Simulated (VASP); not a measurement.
Write the native input for VASP 6.6.1 that does the following.

```yaml
Task: single point
Functional: PBE
Potentials_or_basis: VASP PAW PBE potentials, release 64 (Na_pv, H)
Cutoff: 520 eV
k_mesh: 6 × 6 × 4
Occupations: gaussian, width 0.01 eV
Spin: no spin polarisation
Dipole_correction: no
Further_INCAR_settings: ALGO = Normal; EDIFF = 1e-07; NBANDS = 16
```

The structure of NaH lies in POSCAR:

```
NaH
1.0
    3.8923833302      0.0000000000      0.0000000000
   -1.9461916651      3.3709028452      0.0000000000
    0.0000000000      0.0000000000      4.7768703914
Na H
2 2
Direct
    0.3333333333      0.6666666667      0.2500000000
    0.6666666667      0.3333333333      0.7500000000
    0.6666666667      0.3333333333      0.2500000000
    0.3333333333      0.6666666667      0.7500000000
```

This cell differs from its parent crystal: volume changed by -6%.

The input as run:

INCAR

```
PREC = Accurate ; ENCUT = 520
EDIFF = 1E-7 ; ISMEAR = 0
SIGMA = 0.01 ; LREAL = False
LASPH = True ; NELM = 60
ALGO = Normal ; ISIF = 2
LWAVE = False ; LCHARG = False
GGA = PE ; NBANDS = 16
```

KPOINTS

```
Automatic mesh
0
Gamma
  6 6 4
```

Potentials or basis: VASP PAW PBE potentials, release 64 (Na_pv, H).

The run is started by

```console
$ cat potpaw_PBE.64/Na_pv/POTCAR potpaw_PBE.64/H/POTCAR > POTCAR
$ mpirun -np 1 vasp_std > vasp.out
```

Results of the run:

```json
{
 "Pressure": "1.3 GPa",
 "Band gap on the k mesh": "3.36 eV, indirect (least direct gap 4.28 eV)"
}
```

It took 49 s on 1 thread of AMD EPYC 7R13, on a shared host, peak memory 0.14 GiB.
